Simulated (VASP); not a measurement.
Wanted: the native input for a VASP 6.6.1 run.

```
Task                   : single point
Functional             : PBE
Potentials or basis    : VASP PAW PBE potentials, release 64 (W_sv, C)
Cutoff                 : 520 eV
k mesh                 : 13 × 13 × 12
Occupations            : fermi-dirac, width 0.05 eV
Spin                   : no spin polarisation
Dipole correction      : no
Further INCAR settings : ALGO = Normal; EDIFF = 1e-07; NBANDS = 16
```

The structure of WC lies in POSCAR:

```
WC
1.0
    2.8810343969      0.0000000000      0.0000000000
   -1.4405171984      2.4950489769      0.0000000000
    0.0000000000      0.0000000000      2.8100128507
W C
1 1
Direct
    0.0000000000      0.0000000000      0.0000000000
    0.6666666667      0.3333333333      0.5000000000
```

This cell differs from its parent crystal: volume scaled by 0.98.

One way to write it, as run:

INCAR

```
ALGO = Normal
EDIFF = 1E-7
ENCUT = 520
GGA = PE
ISIF = 2
ISMEAR = -1
LASPH = True
LCHARG = False
LREAL = False
LWAVE = False
NBANDS = 16
NELM = 60
PREC = Accurate
SIGMA = 0.05
```

KPOINTS

```
k-points
0
Gamma
  13 13 12
```

Potentials or basis: VASP PAW PBE potentials, release 64 (W_sv, C).

Launch:

```console
$ cat potpaw_PBE.64/W_sv/POTCAR potpaw_PBE.64/C/POTCAR > POTCAR
$ mpirun -np 1 vasp_std > vasp.out
```

It gave:

```yaml
Pressure: 18.5 GPa
Band_gap_on_the_k_mesh: zero (band 9 reaches 12.17 eV, above the bottom of band 10 at 10.85 eV)
```

Caveat: spin-orbit coupling is left out, which moves the levels of the heavy elements.

Wall time 100 s on 1 thread of AMD EPYC 7R13, with other jobs on the host, peak memory 0.15 GiB.
